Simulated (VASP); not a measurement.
# TlZnP2 (I4/mcm) in VASP: single point with HSE06

Aim: the single point of TlZnP2 with HSE06.

Program: VASP 6.6.1. These are calculated values, not measurements. Logs are shortened: lines on timing, memory, paths and dates and some standing lists are left out, and cuts for length are marked.

**1. The cell of the first run**

The structure is tetragonal, space group I4/mcm (No. 140). Conventional cell: a = 7.493 Å, b = 7.493 Å, c = 5.829 Å, α = 90.00°, β = 90.00°, γ = 90.00°. Tl (site symmetry 422) has 2 Tl at 2.91 Å and 8 P at 3.15 Å and 4 Zn at 3.75 Å within 3.8 Å. P (site symmetry m2m) has 2 Zn at 2.29 Å within 3.0 Å. Zn (site symmetry -42m) has 4 P at 2.29 Å and 2 Zn at 2.91 Å within 3.0 Å.

**2. Single point, HSE06**

Input file POSCAR:

```
TlZnP2
1.0
    0.0000000000      0.0000000000      5.8288060000
    3.7465630000     -3.7465630000      2.9144030000
    3.7465630000      3.7465630000     -2.9144030000
Tl P Zn
2 4 2
Direct
    0.2500000000      0.0000000000      0.0000000000
    0.7500000000      0.0000000000      0.0000000000
    0.6667000000      0.5000000000      0.8334000000
    0.1667000000      0.1666000000      0.5000000000
    0.3333000000      0.5000000000      0.1666000000
    0.8333000000      0.8334000000      0.5000000000
    0.7500000000      0.5000000000      0.5000000000
    0.2500000000      0.5000000000      0.5000000000
```

Input file INCAR.step1:

```
PREC = Accurate ; ENCUT = 520
EDIFF = 1E-5 ; ISMEAR = 1
SIGMA = 0.0423 ; LREAL = F
LASPH = T ; NELM = 60
ALGO = Normal ; ISIF = 2
LWAVE = T ; LCHARG = F
GGA = PE ; NBANDS = 45
KPAR = 2
```

Input file INCAR.step2:

```
PREC = Accurate ; ENCUT = 520
EDIFF = 1E-7 ; ISMEAR = 1
SIGMA = 0.0423 ; LREAL = F
LASPH = T ; NELM = 60
ALGO = Normal ; ISIF = 2
LWAVE = F ; LCHARG = F
GGA = PE ; LHFCALC = T
HFSCREEN = 0.2079 ; PRECFOCK = Fast
ISTART = 1 ; NBANDS = 45
KPAR = 2
```

Input file KPOINTS:

```
Automatic mesh
0
Gamma
  3 3 3
```

Potentials or basis: VASP PAW PBE potentials, release 64 (Tl_d, P, Zn).

Launch:

```
$ cat potpaw_PBE.64/Tl_d/POTCAR potpaw_PBE.64/P/POTCAR potpaw_PBE.64/Zn/POTCAR > POTCAR
$ cp INCAR.step1 INCAR
$ mpirun -np 2 vasp_std > vasp.out
$ cp INCAR.step2 INCAR
$ mpirun -np 2 vasp_std > vasp.out
```

OUTCAR:

```text
PREC = Accurate
   ENCUT = 520
   EDIFF = 1E-7
   ISMEAR = 1
   LREAL = F
   LASPH = T
   NELM = 60
   ISIF = 2
   GGA = PE
   LHFCALC = T
   HFSCREEN = 0.2079
   PRECFOCK = Fast
   ISTART = 1

 ion  position               nearest neighbor table
   1  0.250  0.000  0.000-   2 2.91   2 2.91   4 3.15   5 3.15   4 3.15   6 3.15   3 3.15   5 3.15
                             6 3.15   3 3.15
   2  0.750  0.000  0.000-   1 2.91   1 2.91   3 3.15   4 3.15   5 3.15   6 3.15   6 3.15   3 3.15
                             5 3.15   4 3.15
   3  0.667  0.500  0.833-   7 2.29   8 2.29   2 3.15   1 3.15   1 3.15   2 3.15
   4  0.167  0.167  0.500-   7 2.29   8 2.29   2 3.15   1 3.15   1 3.15   2 3.15
   5  0.333  0.500  0.167-   7 2.29   8 2.29   1 3.15   1 3.15   2 3.15   2 3.15
   6  0.833  0.833  0.500-   7 2.29   8 2.29   1 3.15   2 3.15   2 3.15   1 3.15
   7  0.750  0.500  0.500-   3 2.29   4 2.29   5 2.29   6 2.29   8 2.91   8 2.91
   8  0.250  0.500  0.500-   3 2.29   4 2.29   5 2.29   6 2.29   7 2.91   7 2.91

  LATTYP: Found a body centered tetragonal cell.
 ALAT       =     7.4931260000
 C/A-ratio  =     0.7778870928

  Lattice vectors:

 A1 = (   3.7465630000,  -3.7465630000,  -2.9144030000)
 A2 = (  -3.7465630000,   3.7465630000,  -2.9144030000)
 A3 = (   3.7465630000,   3.7465630000,   2.9144030000)

Analysis of symmetry for initial positions (statically):
=====================================================================
 Subroutine PRICEL returns:
 Original cell was already a primitive cell.

 Routine SETGRP: Setting up the symmetry group for a
 body centered tetragonal supercell.

 Subroutine GETGRP returns: Found 16 space group operations
 (whereof  8 operations were pure point group operations)
 out of a pool of 16 trial point group operations.

The static configuration has the point symmetry C_4h.
 The point group associated with its full space group is D_4h.

Analysis of symmetry for dynamics (positions and initial velocities):
=====================================================================
 Subroutine PRICEL returns:
 Original cell was already a primitive cell.

 Routine SETGRP: Setting up the symmetry group for a
 body centered tetragonal supercell.

 Subroutine GETGRP returns: Found 16 space group operations
 (whereof  8 operations were pure point group operations)
 out of a pool of 16 trial point group operations.

The dynamic configuration has the point symmetry C_4h.
 The point group associated with its full space group is D_4h.

 Subroutine INISYM returns: Found 16 space group operations
 (whereof  8 operations are pure point group operations),
 and found     1 'primitive' translations

----------------------------------------------------------------------------------------

                                     Primitive cell

  volume of cell :     163.6348

  direct lattice vectors                    reciprocal lattice vectors
     0.000000000  0.000000000  5.828806000     0.000000000  0.133455650  0.171561723
     3.746563000 -3.746563000  2.914403000     0.133455650 -0.133455650  0.000000000
     3.746563000  3.746563000 -2.914403000     0.133455650  0.133455650  0.000000000

  length of vectors
     5.828806000  6.047083055  6.047083055     0.217356470  0.188734790  0.188734790

  position of ions in fractional coordinates (direct lattice)
     0.250000000  0.000000000  0.000000000
     0.750000000  0.000000000  0.000000000
     0.666700000  0.500000000  0.833400000
     0.166700000  0.166600000  0.500000000
     0.333300000  0.500000000  0.166600000
     0.833300000  0.833400000  0.500000000
     0.750000000  0.500000000  0.500000000
     0.250000000  0.500000000  0.500000000

  ion indices of the primitive-cell ions
   primitive index   ion index
                 1           1
                 2           2
                 3           3
                 4           4
                 5           5
                 6           6
                 7           7
                 8           8

----------------------------------------------------------------------------------------

 KPOINTS: Automatic mesh

Automatic generation of k-mesh.
 Grid dimensions read from file:
 generate k-points for:    3    3    3

 Generating k-lattice:

  Cartesian coordinates                     Fractional coordinates (reciprocal lattice)
     0.000000000  0.044485217  0.057187241     0.333333333  0.000000000  0.000000000
     0.044485217 -0.044485217  0.000000000     0.000000000  0.333333333  0.000000000
     0.044485217  0.044485217  0.000000000     0.000000000  0.000000000  0.333333333

  Length of vectors
     0.072452157  0.062911597  0.062911597

  Shift w.r.t. Gamma in fractional coordinates (k-lattice)
     0.000000000  0.000000000  0.000000000

 Subroutine IBZKPT returns following result:
 ===========================================

 Found      6 irreducible k-points:

 Following reciprocal coordinates:
            Coordinates               Weight
  0.000000  0.000000  0.000000      1.000000
  0.333333 -0.000000  0.000000      8.000000
  0.000000  0.333333  0.000000      4.000000
 -0.333333  0.333333 -0.000000      8.000000
  0.000000  0.333333  0.333333      4.000000
  0.333333 -0.333333  0.333333      2.000000
   k-points           NKPTS =      6   k-points in BZ     NKDIM =     27   number of bands    NBANDS=     45
   number of dos      NEDOS =    301   number of ions     NIONS =      8
   total plane-waves  NPLWV = 110592
   dimension x,y,z NGX =    48 NGY =   48 NGZ =   48
   dimension x,y,z NGXF=    96 NGYF=   96 NGZF=   96
   ions per type =               2   4   2
   NGX,Y,Z   is equivalent  to a cutoff of  13.69, 13.20, 13.20 a.u.
   NGXF,Y,Z  is equivalent  to a cutoff of  27.38, 26.39, 26.39 a.u.
 SYSTEM =  unknown system
   PREC   = accura    normal or accurate (medium, high low for compatibility)
   ISTART =      1    job   : 0-new  1-cont  2-samecut
   ICHARG =      0    charge: 1-file 2-atom 10-const
   ISPIN  =      1    spin polarized calculation?
   LNONCOLLINEAR =      F non collinear calculations
   LSORBIT =      F    spin-orbit coupling
   LASPH  =      T    aspherical Exc in radial PAW
   ENCUT  =  520.0 eV  38.22 Ry    6.18 a.u.  10.84 11.24 11.24*2*pi/ulx,y,z
   NELM   =     60;   NELMIN=  2; NELMDL=  0     # of ELM steps
   EDIFF  = 0.1E-06   stopping-criterion for ELM
   LREAL  =      F    real-space projection
   EDIFFG = 0.1E-05   stopping-criterion for IOM
   NSW    =      0    number of steps for IOM
   IBRION =     -1    ionic relax: 0-MD 1-quasi-New 2-CG
   NFREE  =      0    steps in history (QN), initial steepest desc. (CG)
   ISIF   =      2    stress and relaxation
   ISYM   =      3    0-nonsym 1-usesym 2-fastsym
   POTIM  = 0.5000    time-step for ionic-motion
   TEBEG  =    0.0;   TEEND  =   0.0 temperature during run
   PSTRESS=    0.0 pullay stress
   NELECT =      70.0000    total number of electrons
   NUPDOWN=      -1.0000    fix difference up-down
   EMIN   =  10.00;   EMAX   =-10.00  energy-range for DOS
   EFERMI =   0.00;   METHOD = LEGACY
   ISMEAR =     1;   SIGMA  =   0.04  broadening in eV -4-tet -1-fermi 0-gaus
   EFERMI_NEDOS =   21; number of points for ismear=-14 and -15
   IALGO  =     38    algorithm
   IMIX   =      1    mixing-type and parameters
     AMIX     =   0.40;   BMIX     =  1.00
     AMIX_MAG =   1.60;   BMIX_MAG =  1.00
  volume/ion in A,a.u.               =      20.45       138.03
  Fermi-wavevector in a.u.,A,eV,Ry     =   1.233528  2.331030 20.702501  1.521591
  Thomas-Fermi vector in A             =   2.368254
   LORBIT       =      0    0 simple, 1 ext, 2 COOP (PROOUT), +10 PAW based schemes
   GGA     = PE    functional components
   LHFCALC =     T    Hartree Fock is set to
   PRECFOCK=fast      Normal, Fast or Accurate (Low or Medium for compatibility)
   ENCUT4O =  -1.0   cutoff for four orbital integrals eV
   NKREDX  =     1    reduce k-point grid by
   NKREDY  =     1    reduce k-point grid by
   NKREDZ  =     1    reduce k-point grid by
   AEXX    =    0.2500 exact exchange contribution
   HFSCREEN=    0.2079 screening length (either q_TF or 0.3 A-1)
   HFSCREENC=   0.2079 screening length for correlation (either q_TF or 0.3 A-1)
   ENCUTFOCK=  -1.0 apply spherical cutoff to Coloumb kernel
   IVDW    =     0    specifies the selected vdW correction
   LEPSILON=     F    determine dielectric tensor
   LRPA    =     F    only Hartree local field effects (RPA)
 non-spin polarized calculation
 Methfessel and Paxton  Order N= 1 SIGMA  =   0.04
  energy-cutoff  :      520.00
  volume of cell :      163.63
 maximum number of plane-waves:      4416
 NGX is ok and might be reduce to    48
  NGX = 24; NGY = 24; NGZ = 24

 number of electron      69.9999999 magnetization

 Free energy of the ion-electron system (eV)
  ---------------------------------------------------
  ext. energy  EPLUGINS =         0.00000000
  ---------------------------------------------------
  free energy    TOTEN  =       -27.62022492 eV

  energy without entropy =      -27.62118512  energy(sigma->0) =      -27.62054499

 E-fermi :   4.6947     XC(G=0):  -8.5651

 val. band max:        4.6201349257   @ k =   0.3333  -0.0000   0.0000
 cond. band min:       4.7098734303   @ k =   0.0000   0.3333   0.3333
 fundamental gap:      0.0897385047
 Fermi energy:         4.6947356284

 k-point     1 :       0.0000    0.0000    0.0000
  band No.  band energies     occupation
      1      -8.9224      2.00000
      2      -8.7039      2.00000
      3      -8.3962      2.00000
      4      -8.3962      2.00000
      5      -8.1019      2.00000
      6      -7.8436      2.00000
[... 37 lines left out ...]
     44      12.2565      0.00000
     45      12.6746      0.00000

 k-point     2 :       0.3333   -0.0000    0.0000
  band No.  band energies     occupation
      1      -8.4694      2.00000
      2      -8.2109      2.00000
      3      -8.2073      2.00000
      4      -8.1257      2.00000
      5      -8.0081      2.00000
      6      -7.8268      2.00000
[... 37 lines left out ...]
     44      11.9707      0.00000
     45      12.1233      0.00000

 k-point     3 :       0.0000    0.3333    0.0000
  band No.  band energies     occupation
      1      -8.9052      2.00000
      2      -8.4199      2.00000
      3      -8.3158      2.00000
      4      -8.2656      2.00000
      5      -8.0283      2.00000
      6      -7.8919      2.00000
[... 37 lines left out ...]
     44      11.4039      0.00000
     45      12.0204      0.00000

 k-point     4 :      -0.3333    0.3333   -0.0000
  band No.  band energies     occupation
      1      -8.4675      2.00000
      2      -8.2357      2.00000
      3      -8.1088      2.00000
      4      -8.0043      2.00000
      5      -7.9389      2.00000
      6      -7.8444      2.00000
[... 37 lines left out ...]
     44      11.2746      0.00000
     45      11.2799      0.00000

 k-point     5 :       0.0000    0.3333    0.3333
  band No.  band energies     occupation
      1      -8.9022      2.00000
      2      -8.3380      2.00000
      3      -8.3311      2.00000
      4      -8.1439      2.00000
      5      -7.9265      2.00000
      6      -7.7282      2.00000
[... 37 lines left out ...]
     44      10.5160      0.00000
     45      10.9423      0.00000

 k-point     6 :       0.3333   -0.3333    0.3333
  band No.  band energies     occupation
      1      -8.4664      2.00000
      2      -8.1213      2.00000
      3      -8.1213      2.00000
      4      -8.0863      2.00000
      5      -7.8060      2.00000
      6      -7.7903      2.00000
[... 37 lines left out ...]
     44      10.8918      0.00000
     45      11.0204      0.00000

------------------------ aborting loop because EDIFF is reached ----------------------------------------

  FORCE on cell =-STRESS in cart. coord.  units (eV):
  Direction    XX          YY          ZZ          XY          YZ          ZX
  --------------------------------------------------------------------------------------
  -------------------------------------------------------------------------------------
  Total        3.2160769      3.2160769      6.0730288      0.0000000      0.0000000      0.0000000
  in kB       31.4891781     31.4891781     59.4621010      0.0000000      0.0000000      0.0000000
  external PRESSURE =      40.8134857 kB  Pullay stress =       0.0000000 kB

 VOLUME and BASIS-vectors are now :
 -----------------------------------------------------------------------------
  energy-cutoff  :      520.00
  volume of cell :      163.63
      direct lattice vectors                 reciprocal lattice vectors
     0.000000000  0.000000000  5.828806000     0.000000000  0.133455650  0.171561723
     3.746563000 -3.746563000  2.914403000     0.133455650 -0.133455650  0.000000000
     3.746563000  3.746563000 -2.914403000     0.133455650  0.133455650  0.000000000

 POSITION                                       TOTAL-FORCE (eV/Angst)
 -----------------------------------------------------------------------------------
      0.00000      0.00000      1.45720        -0.000000      0.000000      0.000000
      0.00000      0.00000      4.37160        -0.000000      0.000000      0.000000
      4.99567      1.24910      2.91440         0.992085      0.992085      0.000000
      2.49746      1.24910      0.00000        -0.992085      0.992085      0.000000
      2.49746     -1.24910      2.91440        -0.992085     -0.992085     -0.000000
      4.99567     -1.24910      5.82881         0.992085     -0.992085     -0.000000
      3.74656      0.00000      4.37160        -0.000000      0.000000      0.000000
      3.74656      0.00000      1.45720        -0.000000      0.000000      0.000000
 -----------------------------------------------------------------------------------
    total drift:                                0.000000      0.000000     -0.000000

  FREE ENERGIE OF THE ION-ELECTRON SYSTEM (eV)
  ---------------------------------------------------
  free  energy   TOTEN  =       -27.6202249211 eV

  energy  without entropy=      -27.6211851187  energy(sigma->0) =      -27.62054499
```

It took 27 min on 2 MPI ranks of AMD EPYC 7R13 (Zen 3), shared host; peak memory 0.43 GiB.

Results:

| Item | Value |
| --- | --- |
| Free energy | -27.6202 eV |
| Pressure | 4.1 GPa |
| Largest force | 1.403 eV/Å |
| Band gap on the k mesh | zero (bands 35 and 36 overlap by 0.53 eV) |

Forces in eV/Å, atoms in the order of the input:
```
Tl   0.000  0.000  0.000
Tl   0.000  0.000  0.000
P    0.992  0.992  0.000
P   -0.992  0.992  0.000
P   -0.992 -0.992  0.000
P    0.992 -0.992  0.000
Zn   0.000  0.000  0.000
Zn   0.000  0.000  0.000
```

Caveat: the k points lie up to 0.46 Å⁻¹ apart, too coarse for converged energies and pressures of a metal; the PAW data sets were made with another functional, which shifts forces and pressure a little; spin-orbit coupling is left out, which moves the levels of the heavy elements.

The gap in the log of VASP goes by the Fermi energy; the results here count the filled bands.